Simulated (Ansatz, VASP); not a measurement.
## One calculation of TiB2, two programs

```
Ti B
1.0
     3.03175    0.00000    0.00000
    -1.51588    2.62557    0.00000
     0.00000    0.00000    3.22418
Ti B
1 2
Cartesian
  0.0000 0.0000 0.0000
  0.0000 1.7504 1.6121
  1.5159 0.8752 1.6121
```

Alike in both runs: functional PBE; k mesh 15 × 15 × 12; occupations methfessel-paxton of order 1, width 0.1 eV; no spin polarisation.

Ansatz relaxed the structure, and its values are those at the end. VASP's run is a single point on that final structure, the one shown.

|  | VASP | Ansatz |
| --- | --- | --- |
| version | VASP 6.6.1 | Ansatz 0.2.0 |
| potentials or method | VASP PAW PBE potentials, release 64 (Ti_sv, B), cutoff 520 eV | plane-wave PAW DFT |
| valence electrons in the cell | 18 | 18 |

```csv
,VASP,Ansatz,Ansatz less VASP
pressure (GPa),0.3,0.0,-0.24
```

The functional is the same, so the differences come from potentials, cutoffs and numerics.
